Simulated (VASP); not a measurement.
# ZnS (F-43m) in VASP: further runs

The runs below take ZnS through single point, with PBE.

All numbers are computed with VASP 6.6.1; they aren't measurements. Logs are shortened: lines on timing, memory, paths and dates and some standing lists are left out, and cuts for length are marked.

**1. The cell of the first run**

The structure is cubic, space group F-43m (No. 216). The conventional cell has a = 5.409 Å, b = 5.409 Å, c = 5.409 Å, α = 90.00°, β = 90.00°, γ = 90.00°. Within 3.1 Å of Zn (site symmetry -43m) lie 4 S at 2.34 Å. Within 3.1 Å of S (site symmetry -43m) lie 4 Zn at 2.34 Å.

**2. Single point, PBE**

File INCAR:

```
SYSTEM = ZnS
PREC = Accurate
ENCUT = 520
EDIFF = 1E-7
ISMEAR = 0
SIGMA = 0.2
LREAL = .FALSE.
LASPH = .TRUE.
NELM = 80
ALGO = Normal
ISIF = 2
LWAVE = .FALSE.
LCHARG = .FALSE.
GGA = PE
NBANDS = 16
```

File KPOINTS:

```
Automatic mesh
0
G
  8 8 8
  0 0 0
```

File POSCAR:

```
ZnS
1.0
    0.0000000000      2.7046500000      2.7046500000
    2.7046500000      0.0000000000      2.7046500000
    2.7046500000      2.7046500000      0.0000000000
Zn S
1 1
Direct
    0.0000000000      0.0000000000      0.0000000000
    0.7500000000      0.7500000000      0.7500000000
```

Potentials or basis: VASP PAW PBE potentials, release 64 (Zn, S).

On the command line:

```sh
$ cat potpaw_PBE.64/Zn/POTCAR potpaw_PBE.64/S/POTCAR > POTCAR
$ mpirun -np 1 vasp_std > vasp.out
```

OUTCAR:

```text
SYSTEM = ZnS
   PREC = Accurate
   ENCUT = 520
   EDIFF = 1E-7
   ISMEAR = 0
   LREAL = .FALSE.
   LASPH = .TRUE.
   NELM = 80
   ISIF = 2
   GGA = PE

 ion  position               nearest neighbor table
   1  0.000  0.000  0.000-   2 2.34   2 2.34   2 2.34   2 2.34
   2  0.750  0.750  0.750-   1 2.34   1 2.34   1 2.34   1 2.34

  LATTYP: Found a face centered cubic cell.
 ALAT       =     5.4093000000

  Lattice vectors:

 A1 = (   0.0000000000,   2.7046500000,   2.7046500000)
 A2 = (   2.7046500000,   0.0000000000,   2.7046500000)
 A3 = (   2.7046500000,   2.7046500000,   0.0000000000)

Analysis of symmetry for initial positions (statically):
=====================================================================
 Subroutine PRICEL returns:
 Original cell was already a primitive cell.

 Routine SETGRP: Setting up the symmetry group for a
 face centered cubic supercell.

 Subroutine GETGRP returns: Found 24 space group operations
 (whereof 24 operations were pure point group operations)
 out of a pool of 48 trial point group operations.

The static configuration has the point symmetry T_d .

Analysis of symmetry for dynamics (positions and initial velocities):
=====================================================================
 Subroutine PRICEL returns:
 Original cell was already a primitive cell.

 Routine SETGRP: Setting up the symmetry group for a
 face centered cubic supercell.

 Subroutine GETGRP returns: Found 24 space group operations
 (whereof 24 operations were pure point group operations)
 out of a pool of 48 trial point group operations.

The dynamic configuration has the point symmetry T_d .

 Subroutine INISYM returns: Found 24 space group operations
 (whereof 24 operations are pure point group operations),
 and found     1 'primitive' translations

----------------------------------------------------------------------------------------

                                     Primitive cell

  volume of cell :      39.5697

  direct lattice vectors                    reciprocal lattice vectors
     0.000000000  2.704650000  2.704650000    -0.184866803  0.184866803  0.184866803
     2.704650000  0.000000000  2.704650000     0.184866803 -0.184866803  0.184866803
     2.704650000  2.704650000  0.000000000     0.184866803  0.184866803 -0.184866803
[... 74 lines left out ...]
 SYSTEM =  ZnS
   PREC   = accura    normal or accurate (medium, high low for compatibility)
   ISTART =      0    job   : 0-new  1-cont  2-samecut
   ICHARG =      2    charge: 1-file 2-atom 10-const
   ISPIN  =      1    spin polarized calculation?
   LNONCOLLINEAR =      F non collinear calculations
   LSORBIT =      F    spin-orbit coupling
   LASPH  =      T    aspherical Exc in radial PAW
   ENCUT  =  520.0 eV  38.22 Ry    6.18 a.u.   7.11  7.11  7.11*2*pi/ulx,y,z
   NELM   =     80;   NELMIN=  2; NELMDL= -5     # of ELM steps
   EDIFF  = 0.1E-06   stopping-criterion for ELM
   LREAL  =      F    real-space projection
   EDIFFG = 0.1E-05   stopping-criterion for IOM
   NSW    =      0    number of steps for IOM
   IBRION =     -1    ionic relax: 0-MD 1-quasi-New 2-CG
   NFREE  =      0    steps in history (QN), initial steepest desc. (CG)
   ISIF   =      2    stress and relaxation
   ISYM   =      2    0-nonsym 1-usesym 2-fastsym
   POTIM  = 0.5000    time-step for ionic-motion
   TEBEG  =    0.0;   TEEND  =   0.0 temperature during run
   PSTRESS=    0.0 pullay stress
   NELECT =      18.0000    total number of electrons
   NUPDOWN=      -1.0000    fix difference up-down
   EMIN   =  10.00;   EMAX   =-10.00  energy-range for DOS
   EFERMI =   0.00;   METHOD = LEGACY
   ISMEAR =     0;   SIGMA  =   0.20  broadening in eV -4-tet -1-fermi 0-gaus
   EFERMI_NEDOS =   21; number of points for ismear=-14 and -15
   IALGO  =     38    algorithm
   IMIX   =      4    mixing-type and parameters
     AMIX     =   0.40;   BMIX     =  1.00
     AMIX_MAG =   1.60;   BMIX_MAG =  1.00
  volume/ion in A,a.u.               =      19.78       133.51
  Fermi-wavevector in a.u.,A,eV,Ry     =   1.259055  2.379268 21.568210  1.585219
  Thomas-Fermi vector in A             =   2.392634
   LORBIT       =      0    0 simple, 1 ext, 2 COOP (PROOUT), +10 PAW based schemes
   GGA     = PE    functional components
   LHFCALC =     F    Hartree Fock is set to
   AEXX    =    0.0000 exact exchange contribution
   IVDW    =     0    specifies the selected vdW correction
   LEPSILON=     F    determine dielectric tensor
   LRPA    =     F    only Hartree local field effects (RPA)
 non-spin polarized calculation
 Gauss-broadening in eV      SIGMA  =   0.20
  energy-cutoff  :      520.00
  volume of cell :       39.57
 maximum number of plane-waves:      1090
   NGX = 15   NGY = 15   NGZ = 15

 number of electron      17.9999998 magnetization

 Free energy of the ion-electron system (eV)
  ---------------------------------------------------
  ext. energy  EPLUGINS =         0.00000000
  ---------------------------------------------------
  free energy    TOTEN  =        -6.84828076 eV

  energy without entropy =       -6.84828076  energy(sigma->0) =       -6.84828076

 E-fermi :   2.9016     XC(G=0):  -9.6161

 val. band max:        2.0793783086   @ k =   0.0000   0.0000   0.0000
 cond. band min:       4.1810605386   @ k =   0.0000   0.0000   0.0000
 fundamental gap:      2.1016822299
 Fermi energy:         2.9016364835

 k-point     1 :       0.0000    0.0000    0.0000
  band No.  band energies     occupation
      1     -11.0404      2.00000
      2      -4.2477      2.00000
      3      -4.2477      2.00000
      4      -4.2477      2.00000
      5      -3.7530      2.00000
      6      -3.7530      2.00000
[... 433 lines left out ...]
      3      -4.0641      2.00000
      4      -3.8060      2.00000
      5      -3.7405      2.00000
      6      -3.4849      2.00000
[... 8 lines left out ...]
     15      15.5329      0.00000
     16      16.3265      0.00000

 [... further k-points ...]
[... 5 lines left out ...]
  --------------------------------------------------------------------------------------
  -------------------------------------------------------------------------------------
  Total        0.3800195      0.3800195      0.3800195      0.0000000     -0.0000000     -0.0000000
  in kB       15.3869757     15.3869757     15.3869757      0.0000000     -0.0000000     -0.0000000
  external PRESSURE =      15.3869757 kB  Pullay stress =       0.0000000 kB

 VOLUME and BASIS-vectors are now :
 -----------------------------------------------------------------------------
  energy-cutoff  :      520.00
  volume of cell :       39.57
      direct lattice vectors                 reciprocal lattice vectors
     0.000000000  2.704650000  2.704650000    -0.184866803  0.184866803  0.184866803
     2.704650000  0.000000000  2.704650000     0.184866803 -0.184866803  0.184866803
     2.704650000  2.704650000  0.000000000     0.184866803  0.184866803 -0.184866803

 POSITION                                       TOTAL-FORCE (eV/Angst)
 -----------------------------------------------------------------------------------
      0.00000      0.00000      0.00000         0.000000     -0.000000     -0.000000
      4.05697      4.05697      4.05697        -0.000000      0.000000      0.000000
 -----------------------------------------------------------------------------------
    total drift:                               -0.000001     -0.000001     -0.000001

  FREE ENERGIE OF THE ION-ELECTRON SYSTEM (eV)
  ---------------------------------------------------
  free  energy   TOTEN  =        -6.8482807633 eV

  energy  without entropy=       -6.8482807633  energy(sigma->0) =       -6.84828076
```

It took 26 s on 1 thread of Intel Xeon 8259CL, shared host; peak memory 0.16 GiB.

What came out:

```
Free energy            : -6.8483 eV
Pressure               : 1.5 GPa
Band gap on the k mesh : 2.10 eV
```

**3. Single point, PBE**

File INCAR:

```
PREC = Accurate
ENCUT = 520
EDIFF = 1E-7
ISMEAR = 1
SIGMA = 0.2
LREAL = False
LASPH = True
NELM = 60
ALGO = Normal
ISIF = 2
LWAVE = False
LCHARG = False
GGA = PE
NBANDS = 16
```

File KPOINTS:

```
regular mesh
0
Gamma
  8 8 8
```

POSCAR is that of step 2.

Potentials or basis: VASP PAW PBE potentials, release 64 (Zn, S).

On the command line:

```sh
$ cat potpaw_PBE.64/Zn/POTCAR potpaw_PBE.64/S/POTCAR > POTCAR
$ mpirun -np 1 vasp_std > vasp.out
```

Wall time 25 s (1 thread of Intel Xeon 8259CL, shared host); peak memory 0.16 GiB.

The run converged. Its results:

```
Free energy            : -6.8479 eV
Pressure               : 1.5 GPa
Band gap on the k mesh : 2.10 eV
```

Levels at points of the mesh, in eV from the valence-band top:
```csv
k point,band 6,band 7,band 8,band 9,band 10,band 11,band 12,band 13
"(0.00, 0.00, 0.00)",-5.83,0.00,0.00,0.00,2.10,6.40,6.40,6.40
"(0.50, 0.00, 0.00)",-5.63,-5.27,-0.86,-0.86,3.30,6.93,6.93,8.87
"(0.50, 0.50, 0.00)",-5.62,-4.55,-2.21,-2.21,3.41,4.08,10.96,11.95
```

PBE gaps usually lie below the measured ones, often by a third to a half.

**4. Single point, PBE**

File INCAR:

```
SYSTEM = ZnS
PREC = Accurate
ENCUT = 520
EDIFF = 1E-6
ISMEAR = -1
SIGMA = 0.28
LREAL = .False.
LASPH = .True.
NELM = 100
ALGO = Normal
ISIF = 2
LWAVE = .False.
LCHARG = .False.
GGA = PE
NBANDS = 16
```

File KPOINTS:

```
Automatic mesh
0
Gamma
  8 8 8
  0 0 0
```

POSCAR is that of step 3.

On the command line:

```sh
$ cat potpaw_PBE.64/Zn/POTCAR potpaw_PBE.64/S/POTCAR > POTCAR
$ mpirun -np 1 vasp_std > vasp.out
```

Wall time 25 s (1 thread of Intel Xeon 8259CL, shared host); peak memory 0.16 GiB.

The run converged. Its results:

| Item | Value |
| --- | --- |
| Free energy | -6.8487 eV |
| Pressure | 1.5 GPa |
| Band gap on the k mesh | 2.10 eV |

Levels at points of the mesh, in eV from the valence-band top:
| k point | band 7 | band 8 | band 9 | band 10 | band 11 | band 12 |
| --- | --- | --- | --- | --- | --- | --- |
| (0.00, 0.00, 0.00) | 0.00 | 0.00 | 0.00 | 2.10 | 6.40 | 6.40 |
| (0.50, 0.00, 0.00) | -5.27 | -0.86 | -0.86 | 3.30 | 6.93 | 6.93 |
| (0.50, 0.50, 0.00) | -4.55 | -2.21 | -2.21 | 3.41 | 4.07 | 10.96 |

A hybrid or GW would open this gap; PBE tends to underestimate it.

**5. Single point, PBE**

File INCAR:

```
SYSTEM = ZnS
ALGO     = Normal         ! electronic algorithm
EDIFF    = 1E-6           ! SCF threshold, eV
ENCUT    = 520            ! plane-wave cutoff, eV
GGA      = PE             ! functional
ISIF     = 2              ! what is computed and relaxed
ISMEAR   = 0              ! smearing method
LASPH    = .TRUE.         ! aspherical terms in the spheres
LCHARG   = .FALSE.        ! write CHGCAR
LREAL    = .FALSE.        ! projectors in reciprocal space
LWAVE    = .FALSE.        ! write WAVECAR
NBANDS   = 16             ! bands
NELM     = 80             ! most SCF steps
PREC     = Accurate       ! precision mode
SIGMA    = 0.05           ! smearing width, eV
```

File KPOINTS:

```
k-points
0
G
  8 8 8
  0 0 0
```

POSCAR is that of step 4.

On the command line:

```sh
$ cat potpaw_PBE.64/Zn/POTCAR potpaw_PBE.64/S/POTCAR > POTCAR
$ mpirun -np 1 vasp_std > vasp.out
```

It took 25 s on 1 thread of Intel Xeon 8259CL, shared host; peak memory 0.16 GiB.

It converged, with:

* Free energy: -6.8483 eV
* Pressure: 1.5 GPa
* Band gap on the k mesh: 2.10 eV

Levels at points of the mesh, in eV from the valence-band top:
| k point | band 5 | band 6 | band 7 | band 8 | band 9 | band 10 | band 11 | band 12 | band 13 | band 14 |
| --- | --- | --- | --- | --- | --- | --- | --- | --- | --- | --- |
| (0.00, 0.00, 0.00) | -5.83 | -5.83 | 0.00 | 0.00 | 0.00 | 2.10 | 6.40 | 6.40 | 6.40 | 11.76 |
| (0.50, 0.00, 0.00) | -5.80 | -5.63 | -5.27 | -0.86 | -0.86 | 3.30 | 6.93 | 6.93 | 8.87 | 12.16 |
| (0.50, 0.50, 0.00) | -5.76 | -5.62 | -4.55 | -2.21 | -2.21 | 3.41 | 4.07 | 10.96 | 11.95 | 11.95 |

**6. Single point, PBE**

File INCAR:

```
SYSTEM = ZnS
PREC = Accurate
ENCUT = 520
EDIFF = 1E-6
ISMEAR = -5
SIGMA = 0.1
LREAL = .FALSE.
LASPH = .TRUE.
NELM = 80
ALGO = Normal
ISIF = 2
LWAVE = .FALSE.
LCHARG = .FALSE.
GGA = PE
NBANDS = 16
```

File KPOINTS:

```
regular mesh
0
G
  8 8 8
  0 0 0
```

POSCAR is that of step 5.

Potentials or basis: VASP PAW PBE potentials, release 64 (Zn, S).

On the command line:

```sh
$ cat potpaw_PBE.64/Zn/POTCAR potpaw_PBE.64/S/POTCAR > POTCAR
$ mpirun -np 1 vasp_std > vasp.out
```

OUTCAR:

```text
SYSTEM = ZnS
   PREC = Accurate
   ENCUT = 520
   EDIFF = 1E-6
   ISMEAR = -5
   LREAL = .FALSE.
   LASPH = .TRUE.
   NELM = 80
   ISIF = 2
   GGA = PE

 ion  position               nearest neighbor table
   1  0.000  0.000  0.000-   2 2.34   2 2.34   2 2.34   2 2.34
   2  0.750  0.750  0.750-   1 2.34   1 2.34   1 2.34   1 2.34

  LATTYP: Found a face centered cubic cell.
 ALAT       =     5.4093000000

  Lattice vectors:

 A1 = (   0.0000000000,   2.7046500000,   2.7046500000)
 A2 = (   2.7046500000,   0.0000000000,   2.7046500000)
 A3 = (   2.7046500000,   2.7046500000,   0.0000000000)

Analysis of symmetry for initial positions (statically):
=====================================================================
 Subroutine PRICEL returns:
 Original cell was already a primitive cell.

 Routine SETGRP: Setting up the symmetry group for a
 face centered cubic supercell.

 Subroutine GETGRP returns: Found 24 space group operations
 (whereof 24 operations were pure point group operations)
 out of a pool of 48 trial point group operations.

The static configuration has the point symmetry T_d .

Analysis of symmetry for dynamics (positions and initial velocities):
=====================================================================
 Subroutine PRICEL returns:
 Original cell was already a primitive cell.

 Routine SETGRP: Setting up the symmetry group for a
 face centered cubic supercell.

 Subroutine GETGRP returns: Found 24 space group operations
 (whereof 24 operations were pure point group operations)
 out of a pool of 48 trial point group operations.

The dynamic configuration has the point symmetry T_d .

 Subroutine INISYM returns: Found 24 space group operations
[... 107 lines left out ...]
   POTIM  = 0.5000    time-step for ionic-motion
   TEBEG  =    0.0;   TEEND  =   0.0 temperature during run
   PSTRESS=    0.0 pullay stress
   NELECT =      18.0000    total number of electrons
   NUPDOWN=      -1.0000    fix difference up-down
   EMIN   =  10.00;   EMAX   =-10.00  energy-range for DOS
   EFERMI =   0.00;   METHOD = LEGACY
   ISMEAR =    -5;   SIGMA  =   0.10  broadening in eV -4-tet -1-fermi 0-gaus
   EFERMI_NEDOS =   21; number of points for ismear=-14 and -15
   IALGO  =     38    algorithm
   IMIX   =      4    mixing-type and parameters
     AMIX     =   0.40;   BMIX     =  1.00
     AMIX_MAG =   1.60;   BMIX_MAG =  1.00
  volume/ion in A,a.u.               =      19.78       133.51
  Fermi-wavevector in a.u.,A,eV,Ry     =   1.259055  2.379268 21.568210  1.585219
  Thomas-Fermi vector in A             =   2.392634
   LORBIT       =      0    0 simple, 1 ext, 2 COOP (PROOUT), +10 PAW based schemes
   GGA     = PE    functional components
   LHFCALC =     F    Hartree Fock is set to
   AEXX    =    0.0000 exact exchange contribution
   IVDW    =     0    specifies the selected vdW correction
   LEPSILON=     F    determine dielectric tensor
   LRPA    =     F    only Hartree local field effects (RPA)
 non-spin polarized calculation
 Fermi weights with tetrahedron method with Bloechl corrections
  energy-cutoff  :      520.00
  volume of cell :       39.57
 maximum number of plane-waves:      1090
   NGX = 15   NGY = 15   NGZ = 15

 number of electron      17.9999998 magnetization

 Free energy of the ion-electron system (eV)
  ---------------------------------------------------
  ext. energy  EPLUGINS =         0.00000000
  ---------------------------------------------------
  free energy    TOTEN  =        -6.84828059 eV

  energy without entropy =       -6.84828059  energy(sigma->0) =       -6.84828059

 E-fermi :   2.1769     XC(G=0):  -9.6164

 val. band max:        2.0795425744   @ k =   0.0000   0.0000   0.0000
 cond. band min:       4.1807106415   @ k =   0.0000   0.0000   0.0000
 fundamental gap:      2.1011680671
 Fermi energy:         2.1769425652

 k-point     1 :       0.0000    0.0000    0.0000
  band No.  band energies     occupation
      1     -11.0402      2.00000
      2      -4.2480      2.00000
      3      -4.2480      2.00000
      4      -4.2480      2.00000
      5      -3.7533      2.00000
      6      -3.7533      2.00000
[... 433 lines left out ...]
      3      -4.0644      2.00000
      4      -3.8063      2.00000
      5      -3.7408      2.00000
      6      -3.4851      2.00000
[... 8 lines left out ...]
     15      15.5327      0.00000
     16      16.3265      0.00000

 [... further k-points ...]
[... 5 lines left out ...]
  --------------------------------------------------------------------------------------
  -------------------------------------------------------------------------------------
  Total        0.3791065      0.3791065      0.3791065      0.0000000      0.0000000      0.0000000
  in kB       15.3500083     15.3500083     15.3500083      0.0000000      0.0000000      0.0000000
  external PRESSURE =      15.3500083 kB  Pullay stress =       0.0000000 kB

 VOLUME and BASIS-vectors are now :
 -----------------------------------------------------------------------------
  energy-cutoff  :      520.00
  volume of cell :       39.57
      direct lattice vectors                 reciprocal lattice vectors
     0.000000000  2.704650000  2.704650000    -0.184866803  0.184866803  0.184866803
     2.704650000  0.000000000  2.704650000     0.184866803 -0.184866803  0.184866803
     2.704650000  2.704650000  0.000000000     0.184866803  0.184866803 -0.184866803

 POSITION                                       TOTAL-FORCE (eV/Angst)
 -----------------------------------------------------------------------------------
      0.00000      0.00000      0.00000         0.000000      0.000000      0.000000
      4.05697      4.05697      4.05697        -0.000000     -0.000000     -0.000000
 -----------------------------------------------------------------------------------
    total drift:                               -0.000001     -0.000001     -0.000001

  FREE ENERGIE OF THE ION-ELECTRON SYSTEM (eV)
  ---------------------------------------------------
  free  energy   TOTEN  =        -6.8482805875 eV

  energy  without entropy=       -6.8482805875  energy(sigma->0) =       -6.84828059
```

It took 27 s on 1 thread of Intel Xeon 8259CL, shared host; peak memory 0.16 GiB.

Results:

```yaml
Free_energy: -6.8483 eV
Pressure: 1.5 GPa
Band_gap_on_the_k_mesh: 2.10 eV
```

**7. The runs side by side**

```csv
smearing,gap on the mesh (eV),pressure (GPa)
gaussian 0.2 eV,2.10,1.5
methfessel-paxton 0.2 eV,2.10,1.5
fermi-dirac 0.28 eV,2.10,1.5
gaussian 0.05 eV,2.10,1.5
tetrahedron,2.10,1.5
```

Alike in all rows: task single point; level PBE; potentials or basis VASP PAW PBE potentials, release 64 (Zn, S); no spin polarisation; cell as given; k mesh 8 × 8 × 8; cutoff (eV) 520.

Total energies depend on the potentials used, so only differences within one code and one set of settings carry meaning.
